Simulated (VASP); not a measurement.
# Pt (Cmcm) in VASP: a series of runs, part 2 of 2

VASP 6.6.1. The steps go on from the part before.

### Step 3. Single point, PBE (normal strain along x -0.0500, normal strain along y +0.0500)

Contents of INCAR:

```
  PREC = Accurate
  ENCUT = 520
  EDIFF = 1E-6
  ISMEAR = 0
  SIGMA = 0.15
  LREAL = F
  LASPH = T
  NELM = 100
  ALGO = Fast
  ISIF = 2
  LWAVE = F
  LCHARG = F
  GGA = PE
  NBANDS = 17
```

Contents of KPOINTS:

```
Automatic mesh
0
Gamma
  18 18 10
```

Contents of POSCAR:

```
Pt
1.0
    2.6206126340      0.0000000000      0.0000000000
   -1.3103063170      2.5084136529      0.0000000000
    0.0000000000      0.0000000000      4.7813829983
Pt
2
Direct
    0.6666666667      0.3333333333      0.7500000000
    0.3333333333      0.6666666667      0.2500000000
```

Potentials or basis: VASP PAW PBE potentials, release 64 (Pt).

The run is started by

```console
$ cat potpaw_PBE.64/Pt/POTCAR > POTCAR
$ mpirun -np 1 vasp_std > vasp.out
```

OUTCAR:

```text
PREC = Accurate
   ENCUT = 520
   EDIFF = 1E-6
   ISMEAR = 0
   LREAL = F
   LASPH = T
   NELM = 100
   ISIF = 2
   GGA = PE

 ion  position               nearest neighbor table
   1  0.667  0.333  0.750-   2 2.85   2 2.85   2 2.85   2 2.85   2 2.92   2 2.92
   2  0.333  0.667  0.250-   1 2.85   1 2.85   1 2.85   1 2.85   1 2.92   1 2.92

  LATTYP: Found a base centered orthorhombic cell.
 ALAT       =     2.6206126340
 B/A-ratio  =     1.9143719452
 C/A-ratio  =     1.8245287137

  Lattice vectors:

 A1 = (   1.3103063170,  -2.5084136529,   0.0000000000)
 A2 = (   1.3103063170,   2.5084136529,   0.0000000000)
 A3 = (   0.0000000000,   0.0000000000,   4.7813829983)

Analysis of symmetry for initial positions (statically):
=====================================================================
 Subroutine PRICEL returns:
 Original cell was already a primitive cell.

 Routine SETGRP: Setting up the symmetry group for a
 base centered orthorhombic supercell.

 Subroutine GETGRP returns: Found  8 space group operations
 (whereof  4 operations were pure point group operations)
[... 164 lines left out ...]

  energy without entropy =      -11.93594349  energy(sigma->0) =      -11.95728759

 E-fermi :  10.4494     XC(G=0): -13.2314

 val. band max:       10.4484310109   @ k =   0.2222   0.2222   0.2000
 cond. band min:      10.4506988279   @ k =   0.0000   0.3889   0.0000
 fundamental gap:      0.0022678170
 Fermi energy:        10.4493621151

 k-point     1 :       0.0000    0.0000    0.0000
  band No.  band energies     occupation
      1       0.7244      2.00000
      2       3.3449      2.00000
      3       6.2034      2.00000
      4       6.2799      2.00000
      5       6.7979      2.00000
      6       7.9327      2.00000
[... 457 lines left out ...]
      4       6.3826      2.00000
      5       6.8825      2.00000
      6       7.3582      2.00000
[... 9 lines left out ...]
     16      26.5841      0.00000
     17      28.8615      0.00000

 [... further k-points ...]

------------------------ aborting loop because EDIFF is reached ----------------------------------------

  FORCE on cell =-STRESS in cart. coord.  units (eV):
  Direction    XX          YY          ZZ          XY          YZ          ZX
  --------------------------------------------------------------------------------------
  -------------------------------------------------------------------------------------
  Total        3.4978444     -1.5858804     -0.3282107      0.0000000      0.0000000      0.0000000
  in kB      178.3017258    -80.8398500    -16.7304567      0.0000000      0.0000000      0.0000000
  external PRESSURE =      26.9104730 kB  Pullay stress =       0.0000000 kB

 VOLUME and BASIS-vectors are now :
 -----------------------------------------------------------------------------
  energy-cutoff  :      520.00
  volume of cell :       31.43
      direct lattice vectors                 reciprocal lattice vectors
     2.620612634  0.000000000  0.000000000     0.381590162  0.199329165  0.000000000
    -1.310306317  2.508413653  0.000000000     0.000000000  0.398658331  0.000000000
     0.000000000  0.000000000  4.781382998     0.000000000  0.000000000  0.209144509

 POSITION                                       TOTAL-FORCE (eV/Angst)
 -----------------------------------------------------------------------------------
      1.31031      0.83614      3.58604        -0.000000     -0.030359      0.000000
     -0.00000      1.67228      1.19535         0.000000      0.030359     -0.000000
 -----------------------------------------------------------------------------------
    total drift:                               -0.000000      0.000000     -0.000000

  FREE ENERGIE OF THE ION-ELECTRON SYSTEM (eV)
  ---------------------------------------------------
  free  energy   TOTEN  =       -11.9786316905 eV

  energy  without entropy=      -11.9359434937  energy(sigma->0) =      -11.95728759
```

stdout:

```text
POSCAR found type information on POSCAR Pt
 POSCAR found :  1 types and       2 ions
 scaLAPACK will be used
 LDA part: xc-table for (Slater+PW92), standard interpolation
 POSCAR, INCAR and KPOINTS ok, starting setup
 FFT: planning ... GRIDC
 FFT: planning ... GRID_SOFT
 FFT: planning ... GRID
 WAVECAR not read
 entering main loop
```

Run time: 6.1 min. Hardware: 1 thread of Intel Xeon 8259CL, shared host; peak memory 0.34 GiB.

What came out:

* Free energy: -11.9786 eV
* Pressure: 2.7 GPa
* Largest force: 0.030 eV/Å
* Band gap on the k mesh: zero (bands 10 and 11 overlap by 1.34 eV)

Forces on the atoms (eV/Å):
```
Pt   0.000 -0.030  0.000
Pt   0.000  0.030  0.000
```

Caveat: the cell differs from its parent crystal (normal strain along x -0.0500, normal strain along y +0.0500); spin-orbit coupling is left out, which moves the levels of the heavy elements.

### Step 4. Single point, PBE (normal strain along x +0.1500, normal strain along y +0.0000)

Contents of INCAR:

```
SYSTEM = Pt
ALGO = Fast
EDIFF = 1E-7
ENCUT = 520
GGA = PE
ISIF = 2
ISMEAR = 0
LASPH = .TRUE.
LCHARG = .FALSE.
LREAL = .FALSE.
LWAVE = .FALSE.
NBANDS = 17
NELM = 100
PREC = Accurate
SIGMA = 0.15
```

Contents of KPOINTS:

```
k-points
0
G
  18 18 10
  0 0 0
```

Contents of POSCAR:

```
Pt
1.0
    3.1723205569      0.0000000000      0.0000000000
   -1.5861602785      2.3889653837      0.0000000000
    0.0000000000      0.0000000000      4.7813829983
Pt
2
Direct
    0.6666666667      0.3333333333      0.7500000000
    0.3333333333      0.6666666667      0.2500000000
```

The run is started by

```console
$ cat potpaw_PBE.64/Pt/POTCAR > POTCAR
$ mpirun -np 1 vasp_std > vasp.out
```

It took 10 min on 1 thread of Intel Xeon 8259CL, shared host; peak memory 0.35 GiB.

Results (log left out):

```yaml
Free_energy: -11.6409 eV
Pressure: -21.9 GPa
Largest_force: 0.090 eV/Å
Band_gap_on_the_k_mesh: zero (bands 10 and 11 overlap by 1.15 eV)
```

Forces in eV/Å, atoms in the order of the input:
```
Pt   0.000  0.090  0.000
Pt   0.000 -0.090  0.000
```

Stress tensor (GPa, compression positive):
```
-22.82   0.00   0.00
  0.00 -21.51   0.00
  0.00   0.00 -21.36
```

Levels at points of the mesh, in eV from the Fermi level:
```csv
k point,band 8,band 9,band 10,band 11,band 12,band 13
"(0.00, 0.00, 0.00)",-1.71,-1.43,-0.33,-0.08,0.35,4.68
"(0.50, 0.00, 0.00)",-0.35,-0.11,0.20,1.81,2.83,6.75
"(0.00, 0.50, 0.00)",0.01,0.29,0.52,2.46,3.82,8.04
"(0.00, 0.00, 0.50)",-1.97,-0.83,-0.83,-0.43,-0.43,12.45
"(0.50, 0.00, 0.50)",-0.70,-0.09,-0.09,1.59,1.59,4.94
"(0.00, 0.50, 0.50)",-0.44,0.41,0.41,2.46,2.46,6.45
```

Caveat: the cell differs from its parent crystal (normal strain along x +0.1500, normal strain along y +0.0000); the cell stands under tension; spin-orbit coupling is left out, which moves the levels of the heavy elements.

### Step 5. Single point, PBE (normal strain along x +0.1500, normal strain along y +0.0500)

Contents of INCAR:

```
SYSTEM = Pt
ALGO = Fast ; EDIFF = 1E-6
ENCUT = 520 ; GGA = PE
ISIF = 2 ; ISMEAR = 0
LASPH = .TRUE. ; LCHARG = .FALSE.
LREAL = .FALSE. ; LWAVE = .FALSE.
NBANDS = 17 ; NELM = 80
PREC = Accurate ; SIGMA = 0.15
```

KPOINTS is that of step 4.

Contents of POSCAR:

```
Pt
1.0
    3.1723205569      0.0000000000      0.0000000000
   -1.5861602785      2.5084136529      0.0000000000
    0.0000000000      0.0000000000      4.7813829983
Pt
2
Direct
    0.6666666667      0.3333333333      0.7500000000
    0.3333333333      0.6666666667      0.2500000000
```

The run is started by

```console
$ cat potpaw_PBE.64/Pt/POTCAR > POTCAR
$ mpirun -np 1 vasp_std > vasp.out
```

Run time: 6.8 min. Hardware: 1 thread of Intel Xeon 8259CL, shared host; peak memory 0.36 GiB.

Results (log left out):

* Free energy: -11.3606 eV
* Pressure: -26.4 GPa
* Largest force: 0.055 eV/Å
* Band gap on the k mesh: zero (bands 10 and 11 overlap by 0.83 eV)

Forces in eV/Å, atoms in the order of the input:
```
Pt   0.000  0.055  0.000
Pt   0.000 -0.055  0.000
```

Stress tensor (GPa, compression positive):
```
-26.71   0.00   0.00
  0.00 -27.45   0.00
  0.00   0.00 -25.19
```

Levels at points of the mesh, in eV from the Fermi level:
| k point | band 8 | band 9 | band 10 | band 11 | band 12 | band 13 |
| --- | --- | --- | --- | --- | --- | --- |
| (0.00, 0.00, 0.00) | -1.76 | -1.58 | -0.29 | -0.13 | 0.67 | 4.66 |
| (0.50, 0.00, 0.00) | -0.27 | -0.02 | 0.20 | 1.64 | 2.54 | 6.86 |
| (0.00, 0.50, 0.00) | 0.04 | 0.11 | 0.28 | 2.10 | 3.18 | 7.60 |
| (0.00, 0.00, 0.50) | -2.13 | -0.74 | -0.74 | -0.50 | -0.50 | 12.57 |
| (0.50, 0.00, 0.50) | -0.59 | -0.05 | -0.05 | 1.62 | 1.62 | 4.70 |
| (0.00, 0.50, 0.50) | -0.45 | 0.18 | 0.18 | 2.18 | 2.18 | 5.63 |

Caveat: the cell differs from its parent crystal (normal strain along x +0.1500, normal strain along y +0.0500); the cell stands under tension; spin-orbit coupling is left out, which moves the levels of the heavy elements.

### Step 6. Single point, PBE (normal strain along x +0.0500, normal strain along y +0.1500)

Contents of INCAR:

```
ALGO = Fast ; EDIFF = 1E-7
ENCUT = 520 ; GGA = PE
ISIF = 2 ; ISMEAR = 0
LASPH = T ; LCHARG = F
LREAL = F ; LWAVE = F
NBANDS = 17 ; NELM = 100
PREC = Accurate ; SIGMA = 0.15
```

Contents of KPOINTS:

```
k-points
0
Gamma
  18 18 10
```

Contents of POSCAR:

```
Pt
1.0
    2.8964665954      0.0000000000      0.0000000000
   -1.4482332978      2.7473101912      0.0000000000
    0.0000000000      0.0000000000      4.7813829983
Pt
2
Direct
    0.6666666667      0.3333333333      0.7500000000
    0.3333333333      0.6666666667      0.2500000000
```

Potentials or basis: VASP PAW PBE potentials, release 64 (Pt).

The run is started by

```console
$ cat potpaw_PBE.64/Pt/POTCAR > POTCAR
$ mpirun -np 1 vasp_std > vasp.out
```

OUTCAR:

```text
EDIFF = 1E-7
   ENCUT = 520
   GGA = PE
   ISIF = 2
   ISMEAR = 0
   LASPH = T
   LREAL = F
   NELM = 100
   PREC = Accurate

 ion  position               nearest neighbor table
   1  0.667  0.333  0.750-   2 2.94   2 2.94   2 2.94   2 2.94   2 3.01   2 3.01
   2  0.333  0.667  0.250-   1 2.94   1 2.94   1 2.94   1 2.94   1 3.01   1 3.01

  LATTYP: Found a base centered orthorhombic cell.
 ALAT       =     2.8964665954
 B/A-ratio  =     1.8970080273
 C/A-ratio  =     1.6507640744

  Lattice vectors:

 A1 = (   1.4482332978,  -2.7473101912,   0.0000000000)
 A2 = (   1.4482332976,   2.7473101912,   0.0000000000)
 A3 = (   0.0000000000,   0.0000000000,   4.7813829983)

Analysis of symmetry for initial positions (statically):
=====================================================================
 Subroutine PRICEL returns:
 Original cell was already a primitive cell.

 Routine SETGRP: Setting up the symmetry group for a
 base centered orthorhombic supercell.

 Subroutine GETGRP returns: Found  8 space group operations
 (whereof  4 operations were pure point group operations)
 out of a pool of  8 trial point group operations.

The static configuration has the point symmetry C_2h.
 The point group associated with its full space group is D_2h.

Analysis of symmetry for dynamics (positions and initial velocities):
=====================================================================
 Subroutine PRICEL returns:
 Original cell was already a primitive cell.

 Routine SETGRP: Setting up the symmetry group for a
 base centered orthorhombic supercell.

 Subroutine GETGRP returns: Found  8 space group operations
 (whereof  4 operations were pure point group operations)
 out of a pool of  8 trial point group operations.

The dynamic configuration has the point symmetry C_2h.
 The point group associated with its full space group is D_2h.

 Subroutine INISYM returns: Found  8 space group operations
 (whereof  4 operations are pure point group operations),
[... 115 lines left out ...]
     AMIX     =   0.40;   BMIX     =  1.00
     AMIX_MAG =   1.60;   BMIX_MAG =  1.00
  volume/ion in A,a.u.               =      19.02       128.38
  Fermi-wavevector in a.u.,A,eV,Ry     =   1.321219  2.496742 23.750608  1.745620
  Thomas-Fermi vector in A             =   2.450989
   LORBIT       =      0    0 simple, 1 ext, 2 COOP (PROOUT), +10 PAW based schemes
   GGA     = PE    functional components
   LHFCALC =     F    Hartree Fock is set to
   AEXX    =    0.0000 exact exchange contribution
   IVDW    =     0    specifies the selected vdW correction
   LEPSILON=     F    determine dielectric tensor
   LRPA    =     F    only Hartree local field effects (RPA)
 non-spin polarized calculation
 RMM-DIIS sequential band-by-band and
 Gauss-broadening in eV      SIGMA  =   0.15
  energy-cutoff  :      520.00
  volume of cell :       38.05
 maximum number of plane-waves:      1042
 NGX is ok and might be reduce to    24
   NGX = 11   NGY = 11   NGZ = 17

 number of electron      20.0000001 magnetization

 Free energy of the ion-electron system (eV)
  ---------------------------------------------------
  ext. energy  EPLUGINS =         0.00000000
  ---------------------------------------------------
  free energy    TOTEN  =       -11.35171008 eV

  energy without entropy =      -11.28592516  energy(sigma->0) =      -11.31881762

 E-fermi :   7.3261     XC(G=0): -12.1213

 val. band max:        7.3240931900   @ k =  -0.3889   0.1667   0.4000
 cond. band min:       7.3262435678   @ k =   0.1111   0.1667   0.1000
 fundamental gap:      0.0021503779
 Fermi energy:         7.3260775791

 k-point     1 :       0.0000    0.0000    0.0000
  band No.  band energies     occupation
      1      -0.5343      2.00000
      2       2.1890      2.00000
      3       4.3624      2.00000
      4       4.6657      2.00000
      5       5.0406      2.00000
      6       5.4100      2.00000
[... 457 lines left out ...]
      4       4.3120      2.00000
      5       4.7624      2.00000
      6       5.0718      2.00000
[... 9 lines left out ...]
     16      23.1457      0.00000
     17      23.9038      0.00000

 [... further k-points ...]

------------------------ aborting loop because EDIFF is reached ----------------------------------------

  FORCE on cell =-STRESS in cart. coord.  units (eV):
  Direction    XX          YY          ZZ          XY          YZ          ZX
  --------------------------------------------------------------------------------------
  -------------------------------------------------------------------------------------
  Total       -6.1347183     -6.5264786     -6.0415866      0.0000000      0.0000000      0.0000000
  in kB     -258.3303621   -274.8272190   -254.4086271      0.0000000      0.0000000      0.0000000
  external PRESSURE =    -262.5220694 kB  Pullay stress =       0.0000000 kB

 VOLUME and BASIS-vectors are now :
 -----------------------------------------------------------------------------
  energy-cutoff  :      520.00
  volume of cell :       38.05
      direct lattice vectors                 reciprocal lattice vectors
     2.896466595  0.000000000  0.000000000     0.345248242  0.181996195  0.000000000
    -1.448233298  2.747310191  0.000000000     0.000000000  0.363992389  0.000000000
     0.000000000  0.000000000  4.781382998     0.000000000  0.000000000  0.209144509

 POSITION                                       TOTAL-FORCE (eV/Angst)
 -----------------------------------------------------------------------------------
      1.44823      0.91577      3.58604         0.000000     -0.023825      0.000000
     -0.00000      1.83154      1.19535        -0.000000      0.023825     -0.000000
 -----------------------------------------------------------------------------------
    total drift:                               -0.000000      0.000000     -0.000000

  FREE ENERGIE OF THE ION-ELECTRON SYSTEM (eV)
  ---------------------------------------------------
  free  energy   TOTEN  =       -11.3517100799 eV

  energy  without entropy=      -11.2859251580  energy(sigma->0) =      -11.31881762
```

OSZICAR:

```text
N       E                     dE             d eps       ncg     rms          rms(c)
DAV:   1     0.971903519574E+02    0.97190E+02   -0.10157E+04 18564   0.111E+03
DAV:   2    -0.101788897730E+02   -0.10737E+03   -0.10140E+03 20278   0.230E+02
DAV:   3    -0.120505427896E+02   -0.18717E+01   -0.18336E+01 22609   0.297E+01
DAV:   4    -0.120611303119E+02   -0.10588E-01   -0.10585E-01 21547   0.234E+00
DAV:   5    -0.120612505348E+02   -0.12022E-03   -0.12022E-03 22626   0.269E-01    0.957E+00
RMM:   6    -0.113786524463E+02    0.68260E+00   -0.12954E+00 18595   0.821E+00    0.529E+00
RMM:   7    -0.113544673900E+02    0.24185E-01   -0.11612E-01 19350   0.247E+00    0.287E+00
RMM:   8    -0.113525840603E+02    0.18833E-02   -0.16410E-02 19378   0.901E-01    0.739E-01
RMM:   9    -0.113516808946E+02    0.90317E-03   -0.28808E-03 20253   0.378E-01    0.824E-02
RMM:  10    -0.113517096176E+02   -0.28723E-04   -0.22883E-04 20728   0.954E-02    0.358E-02
RMM:  11    -0.113517106120E+02   -0.99442E-06   -0.38915E-05 20564   0.455E-02    0.100E-02
RMM:  12    -0.113517097701E+02    0.84191E-06   -0.94504E-06 20669   0.216E-02    0.631E-03
RMM:  13    -0.113517100094E+02   -0.23925E-06   -0.20334E-06 20674   0.880E-03    0.190E-03
RMM:  14    -0.113517100799E+02   -0.70495E-07   -0.37689E-07 16635   0.392E-03
   1 F= -.11351710E+02 E0= -.11318818E+02  d E =-.657849E-01
```

stdout:

```text
POSCAR found type information on POSCAR Pt
 POSCAR found :  1 types and       2 ions
 scaLAPACK will be used
 LDA part: xc-table for (Slater+PW92), standard interpolation
 POSCAR, INCAR and KPOINTS ok, starting setup
 FFT: planning ... GRIDC
 FFT: planning ... GRID_SOFT
 FFT: planning ... GRID
 WAVECAR not read
 entering main loop
```

Run time: 8.1 min. Hardware: 1 thread of Intel Xeon 8259CL, shared host; peak memory 0.36 GiB.

What came out:

```
Free energy            : -11.3517 eV
Pressure               : -26.3 GPa
Largest force          : 0.024 eV/Å
Band gap on the k mesh : zero (bands 10 and 11 overlap by 0.89 eV)
```

Forces in eV/Å, atoms in the order of the input:
```
Pt   0.000 -0.024  0.000
Pt   0.000  0.024  0.000
```

Caveat: the cell differs from its parent crystal (normal strain along x +0.0500, normal strain along y +0.1500); the cell stands under tension; spin-orbit coupling is left out, which moves the levels of the heavy elements.

### Step 7. Summary

| cell | further INCAR settings | gap on the mesh (eV) | pressure (GPa) | largest force (eV/Å) |
| --- | --- | --- | --- | --- |
| a = 2.896, b = 2.692, c = 4.781 Å, angles 90.0, 90.0, 122.5°, 2 atoms | ALGO = Fast; EDIFF = 1e-06; NBANDS = 17 | none | 2.2 | 0.08 |
| a = 2.621, b = 2.830, c = 4.781 Å, angles 90.0, 90.0, 117.6°, 2 atoms | ALGO = Fast; EDIFF = 1e-06; NBANDS = 17 | none | 2.7 | 0.03 |
| a = 3.172, b = 2.868, c = 4.781 Å, angles 90.0, 90.0, 123.6°, 2 atoms | ALGO = Fast; EDIFF = 1e-07; NBANDS = 17 | none | -21.9 | 0.09 |
| a = 3.172, b = 2.968, c = 4.781 Å, angles 90.0, 90.0, 122.3°, 2 atoms | ALGO = Fast; EDIFF = 1e-06; NBANDS = 17 | none | -26.4 | 0.06 |
| a = 2.896, b = 3.106, c = 4.781 Å, angles 90.0, 90.0, 117.8°, 2 atoms | ALGO = Fast; EDIFF = 1e-07; NBANDS = 17 | none | -26.3 | 0.02 |

Alike in all rows: task single point; level PBE; potentials or basis VASP PAW PBE potentials, release 64 (Pt); no spin polarisation; k mesh 18 × 18 × 10; cutoff (eV) 520; smearing gaussian 0.15 eV.

Caveats: spin-orbit coupling is left out, which moves the levels of the heavy elements; the cell stands under tension (at least some runs).

Absolute energies hang on the potentials; compare differences alone.
